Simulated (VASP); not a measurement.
Input of a VASP 6.6.1 run:

INCAR

```
PREC     = Accurate       # precision mode
ENCUT    = 520            # plane-wave cutoff, eV
EDIFF    = 1E-7           # SCF threshold, eV
ISMEAR   = 0              # smearing method
SIGMA    = 0.1            # smearing width, eV
LREAL    = F              # projectors in reciprocal space
LASPH    = T              # aspherical terms in the spheres
NELM     = 100            # most SCF steps
ALGO     = Normal         # electronic algorithm
ISIF     = 2              # what is computed and relaxed
LWAVE    = F              # write WAVECAR
LCHARG   = F              # write CHGCAR
GGA      = PE             # functional
NBANDS   = 22             # bands
```

KPOINTS

```
regular mesh
0
Gamma
  10 10 10
```

POSCAR

```
Si5Se
1.0
    0.0000000000      3.6655294572      3.6655294572
    3.6655294572      0.0000000000      3.6655294572
    3.6655294572      3.6655294572      0.0000000000
Si Se
5 1
Direct
    0.2500000000      0.2500000000      0.2500000000
    0.6249437727      0.1251686818      0.6249437727
    0.6249437727      0.6249437727      0.1251686818
    0.6249437727      0.6249437727      0.6249437727
    0.1251686818      0.6249437727      0.6249437727
    0.0000000000      0.0000000000      0.0000000000
```

Potentials or basis: VASP PAW PBE potentials, release 64 (Si, Se).

Command:

```sh
$ cat potpaw_PBE.64/Si/POTCAR potpaw_PBE.64/Se/POTCAR > POTCAR
$ mpirun -np 1 vasp_std > vasp.out
```

(1) What does it give for the pressure?

(2) What does it give for the band gap on the k mesh?

## Answers

(1) 0.0 GPa.

(2) zero (band 13 reaches 9.27 eV, above the bottom of band 14 at 6.29 eV).
